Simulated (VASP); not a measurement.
# Pd (Im-3m) in VASP: settings compared

Aim: see how the results for Pd move with the level of theory and the settings. Levels: LDA, PBE, PBEsol. Tasks: single point, relaxation of cell and atoms.

Everything below comes from runs of VASP 6.6.1. Logs are shortened: lines on timing, memory, paths and dates and some standing lists are left out, and cuts for length are marked.

## Step 1: The cell of the first run

Symmetry: Im-3m, No. 229, cubic system. The conventional cell has a = 3.145 Å, b = 3.145 Å, c = 3.145 Å, α = 90.00°, β = 90.00°, γ = 90.00°. Within 3.6 Å of Pd (site symmetry m-3m) lie 14 Pd at 2.72 to 3.14 Å.

## Step 2: Single point, LDA

File INCAR:

```
SYSTEM = Pd
  PREC = Accurate
  ENCUT = 520
  EDIFF = 1E-7
  ISMEAR = -1
  SIGMA = 0.05
  LREAL = .FALSE.
  LASPH = .TRUE.
  NELM = 100
  ALGO = Normal
  ISIF = 2
  LWAVE = .FALSE.
  LCHARG = .FALSE.
  GGA = CA
  NBANDS = 11
```

File KPOINTS:

```
regular mesh
0
G
  12 12 12
  0 0 0
```

File POSCAR:

```
Pd
1.0
   -1.5722810000      1.5722810000      1.5722810000
    1.5722810000     -1.5722810000      1.5722810000
    1.5722810000      1.5722810000     -1.5722810000
Pd
1
Direct
    0.0000000000      0.0000000000      0.0000000000
```

Potentials or basis: VASP PAW LDA potentials, release 64 (Pd).

Command:

```sh
$ cat potpaw_LDA.64/Pd/POTCAR > POTCAR
$ mpirun -np 1 vasp_std > vasp.out
```

OUTCAR:

```text
SYSTEM = Pd
   PREC = Accurate
   ENCUT = 520
   EDIFF = 1E-7
   ISMEAR = -1
   LREAL = .FALSE.
   LASPH = .TRUE.
   NELM = 100
   ISIF = 2
   GGA = CA

 ion  position               nearest neighbor table
   1  0.000  0.000  0.000-

  LATTYP: Found a body centered cubic cell.
 ALAT       =     3.1445620000

  Lattice vectors:

 A1 = (  -1.5722810000,   1.5722810000,   1.5722810000)
 A2 = (   1.5722810000,  -1.5722810000,   1.5722810000)
 A3 = (   1.5722810000,   1.5722810000,  -1.5722810000)

Analysis of symmetry for initial positions (statically):
=====================================================================
 Subroutine PRICEL returns:
 Original cell was already a primitive cell.

 Routine SETGRP: Setting up the symmetry group for a
 body centered cubic supercell.

 Subroutine GETGRP returns: Found 48 space group operations
[... 9 lines left out ...]

 Routine SETGRP: Setting up the symmetry group for a
 body centered cubic supercell.

 Subroutine GETGRP returns: Found 48 space group operations
[... 11 lines left out ...]
                                     Primitive cell

  volume of cell :      15.5471

  direct lattice vectors                    reciprocal lattice vectors
    -1.572281000  1.572281000  1.572281000     0.000000000  0.318009313  0.318009313
     1.572281000 -1.572281000  1.572281000     0.318009313  0.000000000  0.318009313
     1.572281000  1.572281000 -1.572281000     0.318009313  0.318009313  0.000000000

  length of vectors
     2.723270576  2.723270576  2.723270576     0.449733083  0.449733083  0.449733083

  position of ions in fractional coordinates (direct lattice)
     0.000000000  0.000000000  0.000000000

  ion indices of the primitive-cell ions
   primitive index   ion index
                 1           1

----------------------------------------------------------------------------------------

 KPOINTS: regular mesh

Automatic generation of k-mesh.
 Grid dimensions read from file:
 generate k-points for:   12   12   12

 Generating k-lattice:

  Cartesian coordinates                     Fractional coordinates (reciprocal lattice)
     0.000000000  0.026500776  0.026500776     0.083333333  0.000000000  0.000000000
     0.026500776  0.000000000  0.026500776     0.000000000  0.083333333  0.000000000
[... 53 lines left out ...]
   LNONCOLLINEAR =      F non collinear calculations
   LSORBIT =      F    spin-orbit coupling
   LASPH  =      T    aspherical Exc in radial PAW
   ENCUT  =  520.0 eV  38.22 Ry    6.18 a.u.   5.06  5.06  5.06*2*pi/ulx,y,z
   NELM   =    100;   NELMIN=  2; NELMDL= -5     # of ELM steps
   EDIFF  = 0.1E-06   stopping-criterion for ELM
   LREAL  =      F    real-space projection
   EDIFFG = 0.1E-05   stopping-criterion for IOM
   NSW    =      0    number of steps for IOM
   IBRION =     -1    ionic relax: 0-MD 1-quasi-New 2-CG
   NFREE  =      0    steps in history (QN), initial steepest desc. (CG)
   ISIF   =      2    stress and relaxation
   ISYM   =      2    0-nonsym 1-usesym 2-fastsym
   POTIM  = 0.5000    time-step for ionic-motion
   TEBEG  =    0.0;   TEEND  =   0.0 temperature during run
   PSTRESS=    0.0 pullay stress
   NELECT =      10.0000    total number of electrons
   NUPDOWN=      -1.0000    fix difference up-down
   EMIN   =  10.00;   EMAX   =-10.00  energy-range for DOS
   EFERMI =   0.00;   METHOD = LEGACY
   ISMEAR =    -1;   SIGMA  =   0.05  broadening in eV -4-tet -1-fermi 0-gaus
   EFERMI_NEDOS =   21; number of points for ismear=-14 and -15
   IALGO  =     38    algorithm
   IMIX   =      4    mixing-type and parameters
     AMIX     =   0.40;   BMIX     =  1.00
     AMIX_MAG =   1.60;   BMIX_MAG =  1.00
  volume/ion in A,a.u.               =      15.55       104.92
  Fermi-wavevector in a.u.,A,eV,Ry     =   1.413160  2.670485 27.171123  1.997021
  Thomas-Fermi vector in A             =   2.534834
   LORBIT       =      0    0 simple, 1 ext, 2 COOP (PROOUT), +10 PAW based schemes
   GGA     = CA    functional components
   LHFCALC =     F    Hartree Fock is set to
   AEXX    =    0.0000 exact exchange contribution
   IVDW    =     0    specifies the selected vdW correction
   LEPSILON=     F    determine dielectric tensor
   LRPA    =     F    only Hartree local field effects (RPA)
 non-spin polarized calculation
  energy-cutoff  :      520.00
  volume of cell :       15.55
 maximum number of plane-waves:       430
   NGX = 11   NGY = 11   NGZ = 11

 number of electron      10.0000005 magnetization

 Free energy of the ion-electron system (eV)
  ---------------------------------------------------
  ext. energy  EPLUGINS =         0.00000000
  ---------------------------------------------------
  free energy    TOTEN  =        -6.38000578 eV

  energy without entropy =       -6.36959017  energy(sigma->0) =       -6.37479797

 E-fermi :   8.6918     XC(G=0): -13.1950

 val. band max:        8.6839302929   @ k =  -0.2500   0.2500   0.1667
 cond. band min:       8.7671594260   @ k =  -0.4167   0.4167   0.2500
 fundamental gap:      0.0832291330
 Fermi energy:         8.6917766132

 k-point     1 :       0.0000    0.0000    0.0000
  band No.  band energies     occupation
      1       1.8866      2.00000
      2       5.9520      2.00000
      3       5.9520      2.00000
      4       5.9520      2.00000
      5       7.8432      2.00000
      6       7.8432      2.00000
      7      27.9174      0.00000
      8      27.9174      0.00000
      9      27.9174      0.00000
     10      34.8855      0.00000
     11      36.0047      0.00000
[... 309 lines left out ...]
 k-point    24 :       0.4167    0.0833    0.0833
  band No.  band energies     occupation
      1       4.1183      2.00000
      2       4.8403      2.00000
      3       7.6888      2.00000
      4       7.8388      2.00000
      5       8.0694      1.99999
      6      12.1761      0.00000
      7      16.1431      0.00000
      8      22.9348      0.00000
      9      23.6090      0.00000
     10      32.7342      0.00000
     11      34.7452      0.00000

 [... further k-points ...]
[... 5 lines left out ...]
  --------------------------------------------------------------------------------------
  -------------------------------------------------------------------------------------
  Total       -1.4638998     -1.4638998     -1.4638998      0.0000000      0.0000000      0.0000000
  in kB     -150.8590762   -150.8590762   -150.8590762      0.0000000      0.0000000      0.0000000
  external PRESSURE =    -150.8590762 kB  Pullay stress =       0.0000000 kB

 VOLUME and BASIS-vectors are now :
 -----------------------------------------------------------------------------
  energy-cutoff  :      520.00
  volume of cell :       15.55
      direct lattice vectors                 reciprocal lattice vectors
    -1.572281000  1.572281000  1.572281000     0.000000000  0.318009313  0.318009313
     1.572281000 -1.572281000  1.572281000     0.318009313  0.000000000  0.318009313
     1.572281000  1.572281000 -1.572281000     0.318009313  0.318009313  0.000000000

 POSITION                                       TOTAL-FORCE (eV/Angst)
 -----------------------------------------------------------------------------------
      0.00000      0.00000      0.00000        -0.000000     -0.000000     -0.000000
 -----------------------------------------------------------------------------------
    total drift:                                0.000000     -0.000000      0.000000

  FREE ENERGIE OF THE ION-ELECTRON SYSTEM (eV)
  ---------------------------------------------------
  free  energy   TOTEN  =        -6.3800057783 eV

  energy  without entropy=       -6.3695901692  energy(sigma->0) =       -6.37479797
```

Wall time 19 s (1 thread of AMD EPYC 7R13, shared host); peak memory 0.09 GiB.

Results:

| Quantity | Value |
| --- | --- |
| Free energy | -6.3800 eV |
| Pressure | -15.1 GPa |
| Band gap on the k mesh | zero (band 5 reaches 9.27 eV, above the bottom of band 6 at 7.73 eV) |

## Step 3: Relaxation of cell and atoms, PBE

File INCAR:

```
PREC     = Accurate       # precision mode
ENCUT    = 600            # plane-wave cutoff, eV
EDIFF    = 1E-7           # SCF threshold, eV
ISMEAR   = -1             # smearing method
SIGMA    = 0.05           # smearing width, eV
LREAL    = False          # projectors in reciprocal space
LASPH    = True           # aspherical terms in the spheres
NELM     = 60             # most SCF steps
ALGO     = Fast           # electronic algorithm
ISIF     = 3              # what is computed and relaxed
LWAVE    = False          # write WAVECAR
LCHARG   = False          # write CHGCAR
GGA      = PE             # functional
IBRION   = 2              # ionic algorithm
NSW      = 60             # ionic steps
EDIFFG   = -0.01          # ionic threshold
```

File KPOINTS:

```
Automatic mesh
0
Gamma
  12 12 12
```

POSCAR is that of step 2.

Potentials or basis: VASP PAW PBE potentials, release 64 (Pd).

Command:

```sh
$ cat potpaw_PBE.64/Pd/POTCAR > POTCAR
$ mpirun -np 1 vasp_std > vasp.out
```

It took 98 s on 1 thread of AMD EPYC 7R13, shared host; peak memory 0.12 GiB.

It converged, with:

* Free energy: -5.1814 eV
* Relaxed volume: 15.41 Å³/atom
* Relaxed cell: a = 2.715 Å, b = 2.715 Å, c = 2.715 Å, α = 109.47°, β = 109.47°, γ = 109.47°
* Space group after relaxing (to 0.05 Å): Im-3m (No. 229)
* Energy gained by relaxing: 0.6 meV/atom
* Ionic steps: 3
* Pressure after relaxing: 0.0 GPa
* Band gap on the k mesh: zero (band 5 reaches 9.62 eV, above the bottom of band 6 at 8.06 eV)

The path:
| step | energy change (eV) | largest force (eV/Å) | pressure (GPa) | volume (Å³) |
| --- | --- | --- | --- | --- |
| 1 | 0.0000 | 0.0000 | -1.43 | 15.55 |
| 2 | 0.0003 | 0.0000 | 1.90 | 15.24 |
| 3 | -0.0006 | 0.0000 | 0.03 | 15.41 |

Final structure:
```cif
data_structure
_symmetry_space_group_name_H-M 'P 1'
_symmetry_Int_Tables_number 1
_cell_length_a 2.7150
_cell_length_b 2.7150
_cell_length_c 2.7150
_cell_angle_alpha 109.471
_cell_angle_beta 109.471
_cell_angle_gamma 109.471
_cell_volume 15.41
loop_
_atom_site_label
_atom_site_type_symbol
_atom_site_fract_x
_atom_site_fract_y
_atom_site_fract_z
_atom_site_occupancy
Pd1 Pd 0.00000 0.00000 0.00000 1
```

Levels at points of the mesh, in eV from the Fermi level:
```csv
k point,band 2,band 3,band 4,band 5,band 6,band 7,band 8,band 9
"(0.00, 0.00, 0.00)",-2.75,-2.75,-2.75,-0.88,-0.88,19.31,19.31,19.31
"(0.50, 0.00, 0.00)",-3.87,-0.95,-0.67,0.58,1.50,7.62,15.07,17.47
"(0.50, 0.50, 0.50)",-4.88,0.22,0.22,0.22,9.11,9.11,9.11,17.08
```

## Step 4: Single point, PBE, non-collinear spin, zero start, spin-orbit coupling

File INCAR:

```
SYSTEM = Pd
PREC = Accurate
ENCUT = 520
EDIFF = 1E-6
ISMEAR = -1
SIGMA = 0.05
LREAL = .False.
LASPH = .True.
NELM = 150
ALGO = Fast
ISIF = 2
LWAVE = .False.
LCHARG = .True.
MAGMOM = 0 0 0
LORBIT = 11
LSORBIT = .True.
GGA_COMPAT = .False.
LORBMOM = .True.
LMAXMIX = 4
GGA = PE
LVHAR = .True.
NBANDS = 21
```

File KPOINTS:

```
regular mesh
0
Gamma
  9 9 9
  0 0 0
```

POSCAR is that of step 3.

Potentials or basis: VASP PAW PBE potentials, release 64 (Pd).

Command:

```sh
$ cat potpaw_PBE.64/Pd/POTCAR > POTCAR
$ mpirun -np 1 vasp_ncl > vasp.out
```

OUTCAR:

```text
SYSTEM = Pd
   PREC = Accurate
   ENCUT = 520
   EDIFF = 1E-6
   ISMEAR = -1
   LREAL = .False.
   LASPH = .True.
   NELM = 150
   ISIF = 2
   LORBIT = 11
   LSORBIT = .True.
   GGA = PE

 ion  position               nearest neighbor table
   1  0.000  0.000  0.000-

  LATTYP: Found a body centered cubic cell.
 ALAT       =     3.1445620000

  Lattice vectors:

 A1 = (  -1.5722810000,   1.5722810000,   1.5722810000)
 A2 = (   1.5722810000,  -1.5722810000,   1.5722810000)
 A3 = (   1.5722810000,   1.5722810000,  -1.5722810000)

Analysis of symmetry for initial positions (statically):
=====================================================================
 Subroutine PRICEL returns:
 Original cell was already a primitive cell.

 Routine SETGRP: Setting up the symmetry group for a
 body centered cubic supercell.

 Subroutine GETGRP returns: Found 48 space group operations
[... 9 lines left out ...]

 Routine SETGRP: Setting up the symmetry group for a
 body centered cubic supercell.

 Subroutine GETGRP returns: Found 48 space group operations
 (whereof 48 operations were pure point group operations)
 out of a pool of 48 trial point group operations.

The dynamic configuration has the point symmetry O_h .

Analysis of structural, dynamic, and magnetic symmetry:
[... 770 lines left out ...]
  FREE ENERGIE OF THE ION-ELECTRON SYSTEM (eV)
  ---------------------------------------------------
  free  energy   TOTEN  =        -5.2293227701 eV

  energy  without entropy=       -5.2225850527  energy(sigma->0) =       -5.22595391

 orbital moment (x)

 # of ion     p       d       tot
 ----------------------------------------
  1         0.000  -0.000  -0.000
 ----------------------------------------
            0.000  -0.000  -0.000

 orbital moment (y)

 # of ion     p       d       tot
 ----------------------------------------
  1         0.000  -0.000  -0.000
 ----------------------------------------
            0.000  -0.000  -0.000

 orbital moment (z)

 # of ion     p       d       tot
 ----------------------------------------
  1         0.000   0.000   0.000
 ----------------------------------------
            0.000   0.000   0.000

 Spin-Orbit-Coupling matrix elements

 Ion:    1  E_soc:     -0.0823318
 l=   1
     0.0000000    -0.0022767    -0.0022767
    -0.0022767     0.0000000    -0.0022767
    -0.0022767    -0.0022767     0.0000000
 l=   2
     0.0000000    -0.0030282     0.0000000    -0.0030282    -0.0084171
    -0.0030282     0.0000000    -0.0063128    -0.0030282    -0.0021043
     0.0000000    -0.0063128     0.0000000    -0.0063128     0.0000000
    -0.0030282    -0.0030282    -0.0063128     0.0000000    -0.0021043
    -0.0084171    -0.0021043     0.0000000    -0.0021043     0.0000000
 l=   3
     0.0000000     0.0000000     0.0000000     0.0000000     0.0000000     0.0000000     0.0000000
     0.0000000     0.0000000     0.0000000     0.0000000     0.0000000     0.0000000     0.0000000
     0.0000000     0.0000000     0.0000000     0.0000000     0.0000000     0.0000000     0.0000000
     0.0000000     0.0000000     0.0000000     0.0000000     0.0000000     0.0000000     0.0000000
     0.0000000     0.0000000     0.0000000     0.0000000     0.0000000     0.0000000     0.0000000
     0.0000000     0.0000000     0.0000000     0.0000000     0.0000000     0.0000000     0.0000000
     0.0000000     0.0000000     0.0000000     0.0000000     0.0000000     0.0000000     0.0000000

 total charge

# of ion       s       p       d       tot
------------------------------------------
    1        0.463   0.418   8.465   9.346

 magnetization (x)

# of ion       s       p       d       tot
------------------------------------------
    1        0.000   0.000  -0.000   0.000

 magnetization (y)

# of ion       s       p       d       tot
------------------------------------------
    1       -0.000   0.000   0.000  -0.000

 magnetization (z)

# of ion       s       p       d       tot
------------------------------------------
    1        0.000   0.000   0.000   0.000
```

OSZICAR:

```text
N       E                     dE             d eps       ncg     rms          rms(c)
DAV:   1     0.573535068043E+02    0.57354E+02   -0.48539E+03  1470   0.912E+02
DAV:   2    -0.404569847158E+01   -0.61399E+02   -0.57250E+02  1655   0.224E+02
DAV:   3    -0.546643386320E+01   -0.14207E+01   -0.14060E+01  1698   0.357E+01
DAV:   4    -0.547669669696E+01   -0.10263E-01   -0.10261E-01  1789   0.310E+00
DAV:   5    -0.547686514117E+01   -0.16844E-03   -0.16844E-03  1814   0.402E-01    0.669E+00
RMM:   6    -0.524136676537E+01    0.23550E+00   -0.35745E-01  1502   0.575E+00    0.332E+00
RMM:   7    -0.523253815288E+01    0.88286E-02   -0.68323E-03  1642   0.981E-01    0.179E+00
RMM:   8    -0.522931344248E+01    0.32247E-02   -0.92668E-04  1678   0.298E-01    0.364E-01
RMM:   9    -0.522932013082E+01   -0.66883E-05   -0.80638E-05  1827   0.770E-02    0.332E-02
RMM:  10    -0.522932097509E+01   -0.84427E-06   -0.18983E-05  1874   0.321E-02    0.149E-02
RMM:  11    -0.522932272394E+01   -0.17489E-05   -0.34737E-06  1746   0.152E-02    0.280E-03
RMM:  12    -0.522932277011E+01   -0.46162E-07   -0.85838E-07  1489   0.670E-03
   1 F= -.52293228E+01 E0= -.52259539E+01  d E =-.673772E-02  mag=    -0.0000     0.0000    -0.0000
```

stdout:

```text
POSCAR found type information on POSCAR Pd
 POSCAR found :  1 types and       1 ions
 scaLAPACK will be used
 LDA part: xc-table for (Slater+PW92), standard interpolation
 POSCAR, INCAR and KPOINTS ok, starting setup
 FFT: planning ... GRIDC
 FFT: planning ... GRID_SOFT
 FFT: planning ... GRID
 WAVECAR not read
 entering main loop
```

It took 72 s on 1 thread of AMD EPYC 7R13, shared host; peak memory 0.13 GiB.

Results:

| Item | Value |
| --- | --- |
| Free energy | -5.2293 eV |
| Pressure | -1.5 GPa |
| Net moment | 0.00 μB per cell |
| Valence electrons inside the program's atomic spheres | Pd 9.35 |

Moments on the atoms (μB; x, y, z):
```
Pd  0.00 0.00 0.00
```

## Step 5: Single point, PBEsol (volume scaled by 0.94)

File INCAR:

```
SYSTEM = Pd
PREC     = Accurate       ! precision mode
ENCUT    = 520            ! plane-wave cutoff, eV
EDIFF    = 1E-7           ! SCF threshold, eV
ISMEAR   = -1             ! smearing method
SIGMA    = 0.05           ! smearing width, eV
LREAL    = .FALSE.        ! projectors in reciprocal space
LASPH    = .TRUE.         ! aspherical terms in the spheres
NELM     = 100            ! most SCF steps
ALGO     = Normal         ! electronic algorithm
ISIF     = 2              ! what is computed and relaxed
LWAVE    = .FALSE.        ! write WAVECAR
LCHARG   = .TRUE.         ! write CHGCAR
GGA      = PS             ! functional
LELF     = .TRUE.         ! ELF
LVHAR    = .TRUE.       
NBANDS   = 11             ! bands
```

File KPOINTS:

```
regular mesh
0
G
  12 12 12
  0 0 0
```

File POSCAR:

```
Pd
1.0
   -1.5401846266      1.5401846266      1.5401846266
    1.5401846266     -1.5401846266      1.5401846266
    1.5401846266      1.5401846266     -1.5401846266
Pd
1
Direct
    0.0000000000      0.0000000000      0.0000000000
```

Command:

```sh
$ cat potpaw_PBE.64/Pd/POTCAR > POTCAR
$ mpirun -np 1 vasp_std > vasp.out
```

Wall time 7.5 s (1 thread of Intel Xeon 6975P-C, shared host); peak memory 0.13 GiB.

Results (log left out):

```yaml
Free_energy: -5.9152 eV
Pressure: 0.2 GPa
Band_gap_on_the_k_mesh: zero (band 5 reaches 10.40 eV, above the bottom of band 6 at 8.68 eV)
```

Levels at points of the mesh, in eV from the Fermi level:
| k point | band 3 | band 4 | band 5 | band 6 | band 7 | band 8 |
| --- | --- | --- | --- | --- | --- | --- |
| (0.00, 0.00, 0.00) | -2.99 | -2.99 | -0.94 | -0.94 | 19.37 | 19.37 |
| (0.50, 0.00, 0.00) | -1.02 | -0.69 | 0.66 | 1.33 | 8.02 | 15.14 |
| (0.50, 0.50, 0.50) | 0.26 | 0.26 | 0.26 | 9.22 | 9.22 | 9.22 |

Caveat: the cell differs from its parent crystal (volume scaled by 0.94); the PAW data sets were made with another functional, which shifts forces and pressure a little.

## Step 6: The runs side by side

```tsv
task	level	potentials or basis	spin	cell	k mesh	cutoff (eV)	gap on the mesh (eV)	pressure (GPa)
single point	LDA	VASP PAW LDA potentials, release 64 (Pd)	off	a = 2.723 Å, angles 109.5°, 1 atom	12 × 12 × 12	520	none	-15.1
relaxation of cell and atoms	PBE	VASP PAW PBE potentials, release 64 (Pd)	off	relaxed from a = 2.723 Å, angles 109.5°, 1 atom	12 × 12 × 12	600	none	0.0
single point	PBE	VASP PAW PBE potentials, release 64 (Pd)	non-collinear, zero start, SOC	a = 2.723 Å, angles 109.5°, 1 atom	9 × 9 × 9	520	-	-1.5
single point	PBEsol	VASP PAW PBE potentials, release 64 (Pd)	off	a = 2.668 Å, angles 109.5°, 1 atom	12 × 12 × 12	520	none	0.2
```

Alike in all rows: smearing fermi-dirac 0.05 eV.

Caveats: the PAW data sets were made with another functional, which shifts forces and pressure a little (some runs).

Absolute energies hang on the potentials; compare differences alone.
